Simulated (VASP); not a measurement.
# Cl (Cmce) in VASP: further runs

The runs below take Cl through single point, with PBE.

All numbers are computed with VASP 6.6.1; they aren't measurements. Logs are shortened: lines on timing, memory, paths and dates and some standing lists are left out, and cuts for length are marked.

## 1. The cell of the first run

The structure is orthorhombic, space group Cmce (No. 64). Conventional cell: a = 6.290 Å, b = 4.500 Å, c = 8.210 Å, α = 90.00°, β = 90.00°, γ = 90.00°. Cl (site symmetry m) has 1 Cl at 2.02 Å within 2.7 Å.

## 2. Single point, PBE

INCAR reads:

```
PREC = Accurate
ENCUT = 520
EDIFF = 1E-6
ISMEAR = 0
SIGMA = 0.01
LREAL = F
LASPH = T
NELM = 100
ALGO = Normal
ISIF = 2
LWAVE = F
LCHARG = F
GGA = PE
NBANDS = 22
```

KPOINTS reads:

```
Automatic mesh
0
Gamma
  6 6 4
```

POSCAR reads:

```
Cl
1.0
    3.1450000000     -2.2500000000      0.0000000000
    3.1450000000      2.2500000000      0.0000000000
    0.0000000000      0.0000000000      8.2100000000
Cl
4
Direct
    0.8700000000      0.1300000000      0.1000000000
    0.6300000000      0.3700000000      0.6000000000
    0.1300000000      0.8700000000      0.9000000000
    0.3700000000      0.6300000000      0.4000000000
```

Potentials or basis: VASP PAW PBE potentials, release 64 (Cl).

Run with:

```sh
cat potpaw_PBE.64/Cl/POTCAR > POTCAR
mpirun -np 1 vasp_std > vasp.out
```

OUTCAR:

```text
PREC = Accurate
   ENCUT = 520
   EDIFF = 1E-6
   ISMEAR = 0
   LREAL = F
   LASPH = T
   NELM = 100
   ISIF = 2
   GGA = PE

 ion  position               nearest neighbor table
   1  0.870  0.130  0.100-   3 2.02
   2  0.630  0.370  0.600-   4 2.02
   3  0.130  0.870  0.900-   1 2.02
   4  0.370  0.630  0.400-   2 2.02

  LATTYP: Found a base centered orthorhombic cell.
 ALAT       =     4.5000000000
 B/A-ratio  =     1.3977777778
 C/A-ratio  =     1.8244444444

  Lattice vectors:

 A1 = (  -3.1450000000,  -2.2500000000,   0.0000000000)
 A2 = (   3.1450000000,  -2.2500000000,   0.0000000000)
 A3 = (   0.0000000000,   0.0000000000,   8.2100000000)

Analysis of symmetry for initial positions (statically):
=====================================================================
 Subroutine PRICEL returns:
 Original cell was already a primitive cell.

 Routine SETGRP: Setting up the symmetry group for a
 base centered orthorhombic supercell.

 Subroutine GETGRP returns: Found  8 space group operations
 (whereof  4 operations were pure point group operations)
 out of a pool of  8 trial point group operations.

The static configuration has the point symmetry C_2h.
 The point group associated with its full space group is D_2h.

Analysis of symmetry for dynamics (positions and initial velocities):
=====================================================================
 Subroutine PRICEL returns:
 Original cell was already a primitive cell.

 Routine SETGRP: Setting up the symmetry group for a
 base centered orthorhombic supercell.

 Subroutine GETGRP returns: Found  8 space group operations
 (whereof  4 operations were pure point group operations)
 out of a pool of  8 trial point group operations.

The dynamic configuration has the point symmetry C_2h.
 The point group associated with its full space group is D_2h.

 Subroutine INISYM returns: Found  8 space group operations
 (whereof  4 operations are pure point group operations),
 and found     1 'primitive' translations

----------------------------------------------------------------------------------------

                                     Primitive cell

  volume of cell :     116.1920

  direct lattice vectors                    reciprocal lattice vectors
[... 89 lines left out ...]
   ENCUT  =  520.0 eV  38.22 Ry    6.18 a.u.   7.19  7.19 15.27*2*pi/ulx,y,z
   NELM   =    100;   NELMIN=  2; NELMDL= -5     # of ELM steps
   EDIFF  = 0.1E-05   stopping-criterion for ELM
   LREAL  =      F    real-space projection
   EDIFFG = 0.1E-04   stopping-criterion for IOM
   NSW    =      0    number of steps for IOM
   IBRION =     -1    ionic relax: 0-MD 1-quasi-New 2-CG
   NFREE  =      0    steps in history (QN), initial steepest desc. (CG)
   ISIF   =      2    stress and relaxation
   ISYM   =      2    0-nonsym 1-usesym 2-fastsym
   POTIM  = 0.5000    time-step for ionic-motion
   TEBEG  =    0.0;   TEEND  =   0.0 temperature during run
   PSTRESS=    0.0 pullay stress
   NELECT =      28.0000    total number of electrons
   NUPDOWN=      -1.0000    fix difference up-down
   EMIN   =  10.00;   EMAX   =-10.00  energy-range for DOS
   EFERMI =   0.00;   METHOD = LEGACY
   ISMEAR =     0;   SIGMA  =   0.01  broadening in eV -4-tet -1-fermi 0-gaus
   EFERMI_NEDOS =   21; number of points for ismear=-14 and -15
   IALGO  =     38    algorithm
   IMIX   =      4    mixing-type and parameters
     AMIX     =   0.40;   BMIX     =  1.00
     AMIX_MAG =   1.60;   BMIX_MAG =  1.00
  volume/ion in A,a.u.               =      29.05       196.03
  Fermi-wavevector in a.u.,A,eV,Ry     =   1.018753  1.925163 14.120900  1.037857
  Thomas-Fermi vector in A             =   2.152228
   LORBIT       =      0    0 simple, 1 ext, 2 COOP (PROOUT), +10 PAW based schemes
   GGA     = PE    functional components
   LHFCALC =     F    Hartree Fock is set to
   AEXX    =    0.0000 exact exchange contribution
   IVDW    =     0    specifies the selected vdW correction
   LEPSILON=     F    determine dielectric tensor
   LRPA    =     F    only Hartree local field effects (RPA)
 non-spin polarized calculation
 Gauss-broadening in eV      SIGMA  =   0.01
  energy-cutoff  :      520.00
  volume of cell :      116.19
 maximum number of plane-waves:      3157
 NGX is ok and might be reduce to    30
   NGX = 15   NGY = 15   NGZ = 31

 number of electron      27.9999999 magnetization

 Free energy of the ion-electron system (eV)
  ---------------------------------------------------
  ext. energy  EPLUGINS =         0.00000000
  ---------------------------------------------------
  free energy    TOTEN  =        -7.31312589 eV

  energy without entropy =       -7.31312589  energy(sigma->0) =       -7.31312589

 E-fermi :  -0.5671     XC(G=0):  -7.7354

 val. band max:       -0.6215407516   @ k =   0.5000   0.5000   0.0000
 cond. band min:       1.9166802153   @ k =   0.0000   0.0000   0.0000
 fundamental gap:      2.5382209668
 Fermi energy:        -0.5670867305

 k-point     1 :       0.0000    0.0000    0.0000
  band No.  band energies     occupation
      1     -17.2016      2.00000
      2     -16.9987      2.00000
      3     -13.2256      2.00000
      4     -12.6883      2.00000
      5      -5.9059      2.00000
      6      -5.1082      2.00000
[... 589 lines left out ...]
     21       9.7067      0.00000
     22      10.5495      0.00000

 [... further k-points ...]

------------------------ aborting loop because EDIFF is reached ----------------------------------------

  FORCE on cell =-STRESS in cart. coord.  units (eV):
  Direction    XX          YY          ZZ          XY          YZ          ZX
  --------------------------------------------------------------------------------------
  -------------------------------------------------------------------------------------
  Total        0.8682628      0.0544721     -0.3078405      0.0000000      0.0000000      0.0000000
  in kB       11.9725175      0.7511189     -4.2448274      0.0000000      0.0000000      0.0000000
  external PRESSURE =       2.8262697 kB  Pullay stress =       0.0000000 kB

 VOLUME and BASIS-vectors are now :
 -----------------------------------------------------------------------------
  energy-cutoff  :      520.00
  volume of cell :      116.19
      direct lattice vectors                 reciprocal lattice vectors
     3.145000000 -2.250000000  0.000000000     0.158982512 -0.222222222  0.000000000
     3.145000000  2.250000000  0.000000000     0.158982512  0.222222222  0.000000000
     0.000000000  0.000000000  8.210000000     0.000000000  0.000000000  0.121802680

 POSITION                                       TOTAL-FORCE (eV/Angst)
 -----------------------------------------------------------------------------------
      3.14500     -1.66500      0.82100         0.000000     -0.159682     -0.070433
      3.14500     -0.58500      4.92600         0.000000      0.159682     -0.070433
      3.14500      1.66500      7.38900         0.000000      0.159682      0.070433
      3.14500      0.58500      3.28400         0.000000     -0.159682      0.070433
 -----------------------------------------------------------------------------------
    total drift:                                0.000000     -0.000000     -0.000000

  FREE ENERGIE OF THE ION-ELECTRON SYSTEM (eV)
  ---------------------------------------------------
  free  energy   TOTEN  =        -7.3131258895 eV

  energy  without entropy=       -7.3131258895  energy(sigma->0) =       -7.31312589
```

OSZICAR:

```text
N       E                     dE             d eps       ncg     rms          rms(c)
DAV:   1     0.178946495560E+03    0.17895E+03   -0.12097E+04  1716   0.108E+03
DAV:   2     0.503498325896E+01   -0.17391E+03   -0.16891E+03  2484   0.201E+02
DAV:   3    -0.762251219558E+01   -0.12657E+02   -0.12607E+02  2166   0.618E+01
DAV:   4    -0.779255932057E+01   -0.17005E+00   -0.16996E+00  2276   0.864E+00
DAV:   5    -0.779549652203E+01   -0.29372E-02   -0.29370E-02  2226   0.111E+00    0.155E+01
DAV:   6    -0.743724616454E+01    0.35825E+00   -0.23850E-01  2130   0.277E+00    0.101E+01
DAV:   7    -0.732476495086E+01    0.11248E+00   -0.53505E-01  2118   0.402E+00    0.826E-01
DAV:   8    -0.731283636675E+01    0.11929E-01   -0.65960E-02  2010   0.153E+00    0.394E-01
DAV:   9    -0.731299014958E+01   -0.15378E-03   -0.16830E-03  2142   0.251E-01    0.784E-02
DAV:  10    -0.731312078185E+01   -0.13063E-03   -0.16078E-04  2278   0.809E-02    0.557E-02
DAV:  11    -0.731312541898E+01   -0.46371E-05   -0.43778E-05  2160   0.380E-02    0.146E-02
DAV:  12    -0.731312588951E+01   -0.47053E-06   -0.43129E-06  2088   0.135E-02
   1 F= -.73131259E+01 E0= -.73131259E+01  d E =-.690807E-17
```

stdout:

```text
POSCAR found type information on POSCAR Cl
 POSCAR found :  1 types and       4 ions
 scaLAPACK will be used
 LDA part: xc-table for (Slater+PW92), standard interpolation
 POSCAR, INCAR and KPOINTS ok, starting setup
 FFT: planning ... GRIDC
 FFT: planning ... GRID_SOFT
 FFT: planning ... GRID
 WAVECAR not read
 entering main loop
```

Wall time 2 min (1 thread of Intel Xeon 8259CL, shared host); peak memory 0.25 GiB.

What came out:

```yaml
Free_energy: -7.3131 eV
Pressure: 0.3 GPa
Largest_force: 0.175 eV/Å
Band_gap_on_the_k_mesh: 2.54 eV (least direct gap 2.59 eV)
```

Forces in eV/Å, atoms in the order of the input:
```
Cl   0.000 -0.160 -0.070
Cl   0.000  0.160 -0.070
Cl   0.000  0.160  0.070
Cl   0.000 -0.160  0.070
```

Levels at points of the mesh, in eV from the valence-band top:
```csv
k point,band 10,band 11,band 12,band 13,band 14,band 15,band 16,band 17,band 18,band 19
"(0.00, 0.00, 0.00)",-2.14,-0.70,-0.40,-0.15,-0.06,2.54,3.10,6.94,7.60,8.88
"(0.50, 0.00, 0.00)",-2.44,-0.50,-0.50,-0.15,-0.15,2.92,2.92,8.39,8.39,9.99
"(0.50, 0.50, 0.00)",-2.81,-0.96,-0.89,-0.36,0.00,2.62,2.80,8.69,8.79,8.80
"(0.00, 0.00, 0.50)",-2.15,-0.64,-0.64,-0.10,-0.10,2.74,2.74,7.51,7.51,9.70
"(0.50, 0.00, 0.50)",-2.45,-0.43,-0.43,0.00,0.00,2.82,2.82,8.60,8.60,9.93
"(0.50, 0.50, 0.50)",-2.75,-0.70,-0.70,-0.46,-0.46,2.64,2.64,9.03,9.03,9.96
```

Caveat: this functional lacks dispersion, which holds the molecules together, so the pressure and a relaxed volume are unreliable.

## 3. Single point, PBE

This run uses another cell than the first one, of 29.63 Å³/atom.

INCAR reads:

```
PREC     = Accurate       # precision mode
ENCUT    = 520            # plane-wave cutoff, eV
EDIFF    = 1E-6           # SCF threshold, eV
ISMEAR   = 0              # smearing method
SIGMA    = 0.01           # smearing width, eV
LREAL    = F              # projectors in reciprocal space
LASPH    = T              # aspherical terms in the spheres
NELM     = 100            # most SCF steps
ALGO     = Normal         # electronic algorithm
ISIF     = 2              # what is computed and relaxed
LWAVE    = F              # write WAVECAR
LCHARG   = T              # write CHGCAR
GGA      = PE             # functional
LELF     = T              # ELF
LVHAR    = T            
NBANDS   = 22             # bands
```

KPOINTS reads:

```
regular mesh
0
Gamma
  6 6 4
```

POSCAR reads:

```
Cl
1.0
    3.1658284216     -2.2649010965      0.0000000000
    3.1658284216      2.2649010965      0.0000000000
    0.0000000000      0.0000000000      8.2643724455
Cl
4
Direct
    0.8700000000      0.1300000000      0.1000000000
    0.6300000000      0.3700000000      0.6000000000
    0.1300000000      0.8700000000      0.9000000000
    0.3700000000      0.6300000000      0.4000000000
```

Potentials or basis: VASP PAW PBE potentials, release 64 (Cl).

Run with:

```sh
cat potpaw_PBE.64/Cl/POTCAR > POTCAR
mpirun -np 1 vasp_std > vasp.out
```

Wall time 1.7 min (1 thread of Intel Xeon 8259CL, shared host); peak memory 0.25 GiB.

Results (log left out):

- Free energy: -7.3143 eV
- Pressure: -0.2 GPa
- Largest force: 0.373 eV/Å
- Band gap on the k mesh: 2.46 eV (least direct gap 2.52 eV)

Forces on the atoms (eV/Å):
```
Cl   0.000 -0.283 -0.243
Cl   0.000  0.283 -0.243
Cl   0.000  0.283  0.243
Cl   0.000 -0.283  0.243
```

Stress tensor (GPa, compression positive):
```
 1.07  0.00  0.00
 0.00 -0.45  0.00
 0.00  0.00 -1.34
```

Levels at points of the mesh, in eV from the valence-band top:
```
           k point  band 11  band 12  band 13  band 14  band 15  band 16  band 17  band 18
(0.00, 0.00, 0.00)    -0.67    -0.38    -0.14    -0.06     2.46     3.02     6.92     7.63
(0.50, 0.00, 0.00)    -0.48    -0.48    -0.14    -0.14     2.84     2.84     8.43     8.43
(0.50, 0.50, 0.00)    -0.91    -0.85    -0.35     0.00     2.55     2.74     8.74     8.80
(0.00, 0.00, 0.50)    -0.61    -0.61    -0.10    -0.10     2.66     2.66     7.49     7.49
(0.50, 0.00, 0.50)    -0.41    -0.41     0.00     0.00     2.74     2.74     8.63     8.63
(0.50, 0.50, 0.50)    -0.67    -0.67    -0.43    -0.43     2.58     2.58     9.05     9.05
```

Caveat: this functional lacks dispersion, which holds the molecules together, so the pressure and a relaxed volume are unreliable.

## 4. Single point, PBE

This run uses another cell than the first one, of 30.21 Å³/atom.

INCAR reads:

```
PREC = Accurate
ENCUT = 520
EDIFF = 1E-7
ISMEAR = 0
SIGMA = 0.01
LREAL = False
LASPH = True
NELM = 60
ALGO = Normal
ISIF = 2
LWAVE = False
LCHARG = False
GGA = PE
NBANDS = 22
```

KPOINTS reads:

```
Automatic mesh
0
Gamma
  6 6 4
```

POSCAR reads:

```
Cl
1.0
    3.1863863250     -2.2796086586      0.0000000000
    3.1863863250      2.2796086586      0.0000000000
    0.0000000000      0.0000000000      8.3180387054
Cl
4
Direct
    0.8700000000      0.1300000000      0.1000000000
    0.6300000000      0.3700000000      0.6000000000
    0.1300000000      0.8700000000      0.9000000000
    0.3700000000      0.6300000000      0.4000000000
```

Run with:

```sh
cat potpaw_PBE.64/Cl/POTCAR > POTCAR
mpirun -np 1 vasp_std > vasp.out
```

Wall time 2.2 min (1 thread of Intel Xeon 8259CL, shared host); peak memory 0.25 GiB.

It converged, with:

```yaml
Free_energy: -7.3082 eV
Pressure: -0.7 GPa
Largest_force: 0.567 eV/Å
Band_gap_on_the_k_mesh: 2.39 eV (least direct gap 2.45 eV)
```

Forces in eV/Å, atoms in the order of the input:
```
Cl   0.000 -0.398 -0.404
Cl   0.000  0.398 -0.404
Cl   0.000  0.398  0.404
Cl   0.000 -0.398  0.404
```

Stress tensor (GPa, compression positive):
```
 0.96  0.00  0.00
 0.00 -0.92  0.00
 0.00  0.00 -2.17
```

Levels at points of the mesh, in eV from the valence-band top:
| k point | band 12 | band 13 | band 14 | band 15 | band 16 | band 17 |
| --- | --- | --- | --- | --- | --- | --- |
| (0.00, 0.00, 0.00) | -0.37 | -0.13 | -0.05 | 2.39 | 2.94 | 6.90 |
| (0.50, 0.00, 0.00) | -0.46 | -0.14 | -0.14 | 2.76 | 2.76 | 8.46 |
| (0.50, 0.50, 0.00) | -0.82 | -0.33 | 0.00 | 2.48 | 2.67 | 8.78 |
| (0.00, 0.00, 0.50) | -0.59 | -0.09 | -0.09 | 2.60 | 2.60 | 7.48 |
| (0.50, 0.00, 0.50) | -0.40 | -0.01 | -0.01 | 2.67 | 2.67 | 8.65 |
| (0.50, 0.50, 0.50) | -0.64 | -0.42 | -0.42 | 2.52 | 2.52 | 9.06 |

Caveat: this functional lacks dispersion, which holds the molecules together, so the pressure and a relaxed volume are unreliable.

## 5. Single point, PBE

This run uses another cell than the first one, of 30.79 Å³/atom.

INCAR reads:

```
SYSTEM = Cl
PREC = Accurate ; ENCUT = 520
EDIFF = 1E-6 ; ISMEAR = 0
SIGMA = 0.01 ; LREAL = .FALSE.
LASPH = .TRUE. ; NELM = 60
ALGO = Normal ; ISIF = 2
LWAVE = .FALSE. ; LCHARG = .TRUE.
GGA = PE ; LELF = .TRUE.
LVHAR = .TRUE. ; NBANDS = 22
```

KPOINTS reads:

```
Automatic mesh
0
G
  6 6 4
  0 0 0
```

POSCAR reads:

```
Cl
1.0
    3.2066823265     -2.2941288504      0.0000000000
    3.2066823265      2.2941288504      0.0000000000
    0.0000000000      0.0000000000      8.3710212721
Cl
4
Direct
    0.8700000000      0.1300000000      0.1000000000
    0.6300000000      0.3700000000      0.6000000000
    0.1300000000      0.8700000000      0.9000000000
    0.3700000000      0.6300000000      0.4000000000
```

Run with:

```sh
cat potpaw_PBE.64/Cl/POTCAR > POTCAR
mpirun -np 1 vasp_std > vasp.out
```

Wall time 1.9 min (1 thread of Intel Xeon 8259CL, shared host); peak memory 0.26 GiB.

It converged, with:

```yaml
Free_energy: -7.2956 eV
Pressure: -1.1 GPa
Largest_force: 0.749 eV/Å
Band_gap_on_the_k_mesh: 2.33 eV (least direct gap 2.38 eV)
```

Forces on the atoms (eV/Å):
```
Cl   0.000 -0.504 -0.554
Cl   0.000  0.504 -0.554
Cl   0.000  0.504  0.554
Cl   0.000 -0.504  0.554
```

Stress tensor (GPa, compression positive):
```
 0.85  0.00  0.00
 0.00 -1.34  0.00
 0.00  0.00 -2.91
```

Levels at points of the mesh, in eV from the valence-band top:
| k point | band 10 | band 11 | band 12 | band 13 | band 14 | band 15 | band 16 | band 17 | band 18 | band 19 |
| --- | --- | --- | --- | --- | --- | --- | --- | --- | --- | --- |
| (0.00, 0.00, 0.00) | -1.99 | -0.63 | -0.36 | -0.13 | -0.05 | 2.33 | 2.86 | 6.88 | 7.69 | 9.01 |
| (0.50, 0.00, 0.00) | -2.25 | -0.44 | -0.44 | -0.13 | -0.13 | 2.68 | 2.68 | 8.50 | 8.50 | 9.92 |
| (0.50, 0.50, 0.00) | -2.59 | -0.84 | -0.79 | -0.32 | 0.00 | 2.41 | 2.61 | 8.82 | 8.82 | 8.94 |
| (0.00, 0.00, 0.50) | -1.99 | -0.57 | -0.57 | -0.09 | -0.09 | 2.53 | 2.53 | 7.46 | 7.46 | 9.69 |
| (0.50, 0.00, 0.50) | -2.27 | -0.38 | -0.38 | -0.01 | -0.01 | 2.60 | 2.60 | 8.67 | 8.67 | 9.93 |
| (0.50, 0.50, 0.50) | -2.54 | -0.62 | -0.62 | -0.40 | -0.40 | 2.46 | 2.46 | 9.08 | 9.08 | 9.97 |

Caveat: this functional lacks dispersion, which holds the molecules together, so the pressure and a relaxed volume are unreliable. A k mesh can miss the band edges.

## 6. Summary

```tsv
cell	gap on the mesh (eV)	pressure (GPa)	largest force (eV/Å)
a = 3.867, b = 3.867, c = 8.210 Å, angles 90.0, 90.0, 71.2°, 4 atoms	2.54	0.3	0.17
a = 3.893, b = 3.893, c = 8.264 Å, angles 90.0, 90.0, 71.2°, 4 atoms	2.46	-0.2	0.37
a = 3.918, b = 3.918, c = 8.318 Å, angles 90.0, 90.0, 71.2°, 4 atoms	2.39	-0.7	0.57
a = 3.943, b = 3.943, c = 8.371 Å, angles 90.0, 90.0, 71.2°, 4 atoms	2.33	-1.1	0.75
```

Alike in all rows: task single point; level PBE; potentials or basis VASP PAW PBE potentials, release 64 (Cl); no spin polarisation; k mesh 6 × 6 × 4; cutoff (eV) 520; smearing gaussian 0.01 eV.

Caveats: this functional lacks dispersion, which holds the molecules together, so the pressure and a relaxed volume are unreliable.

Total energies depend on the potentials used, so only differences within one code and one set of settings carry meaning.
